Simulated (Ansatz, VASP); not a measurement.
One calculation of Pt, two programs

Contents of POSCAR:

```
Pt
1.0
    2.6226323350      0.0000000000      0.0000000000
   -1.3113161675      2.2712662269      0.0000000000
    0.0000000000      0.0000000000      5.0317407000
Pt
2
Direct
    0.6666666667      0.3333333333      0.7500000000
    0.3333333333      0.6666666667      0.2500000000
```

The input INCAR.step1:

```
ALGO     = Normal         # electronic algorithm
EDIFF    = 1E-4           # SCF threshold, eV
ENCUT    = 520            # plane-wave cutoff, eV
GGA      = PE             # functional
ISMEAR   = 0              # smearing method
LASPH    = T              # aspherical terms in the spheres
LCHARG   = F              # write CHGCAR
LREAL    = F              # projectors in reciprocal space
LWAVE    = T              # write WAVECAR
NBANDS   = 17             # bands
NELM     = 80             # most SCF steps
PREC     = Accurate       # precision mode
SIGMA    = 0.15           # smearing width, eV
```

File INCAR.step2:

```
ALGO     = Normal         # electronic algorithm
EDIFF    = 1E-6           # SCF threshold, eV
ENCUT    = 520            # plane-wave cutoff, eV
ISIF     = 2              # what is computed and relaxed
ISMEAR   = 0              # smearing method
ISTART   = 1            
LASPH    = T              # aspherical terms in the spheres
LCHARG   = T              # write CHGCAR
LELF     = T              # ELF
LMIXTAU  = T            
LREAL    = F              # projectors in reciprocal space
LVHAR    = T            
LWAVE    = F              # write WAVECAR
METAGGA  = R2SCAN         # meta-GGA
NBANDS   = 17             # bands
NELM     = 80             # most SCF steps
PREC     = Accurate       # precision mode
SIGMA    = 0.15           # smearing width, eV
```

The input KPOINTS:

```
k-points
0
Gamma
  18 18 10
```

Input for Ansatz:

```yaml
crystal:
  lattice:
    - [2.622632335, 0.0, 0.0]
    - [-1.3113161675, 2.2712662269, 0.0]
    - [0.0, 0.0, 5.0317407]
  atoms:
    - { symbol: Pt, position: [0.6666666667, 0.3333333333, 0.75] }
    - { symbol: Pt, position: [0.3333333333, 0.6666666667, 0.25] }
basis:
  ecutwfc: 500
kpoints:
  mp_grid: { grid: [18, 18, 10] }
hamiltonian:
  xc: r2scan
scf:
  occupations: { method: gaussian, width: 0.15 }
output:
  forces: true
  stress: true
  eigenvalues: true
```

Change from the starting cell: strain -0.050 along x and y, +0.050 along z, atoms carried along.

Alike in both runs: task single point; functional r2SCAN; k mesh 18 × 18 × 10; occupations gaussian, width 0.15 eV; no spin polarisation.

```csv
,VASP,Ansatz
version,VASP 6.6.1,Ansatz 0.2.0
potentials or method,"VASP PAW PBE potentials, release 64 (Pt), cutoff 520 eV","scalar-relativistic, plane waves, PAW"
valence electrons in the cell,20,36
```

Ansatz gave:

| Item | Value |
| --- | --- |
| gap on the k mesh at the Fermi level (eV) | none |
| pressure (GPa) | 15.4 |
| traceless stress, the component that is largest in VASP (GPa) | -20.40 |

Problem. What did VASP give for the same quantities?

Solution. gap on the k mesh at the Fermi level (eV): none; pressure (GPa): 16.3; traceless stress, the component that is largest in VASP (GPa): -20.91.

VASP's potentials were made for PBE, not for r2SCAN. A gap of «none» marks a metal or a gap that the smearing closes. VASP's potentials hold 20 valence electrons a cell and Ansatz's 36, so a difference there can come from the potentials and not from the codes.

Neither program's run includes spin-orbit coupling.
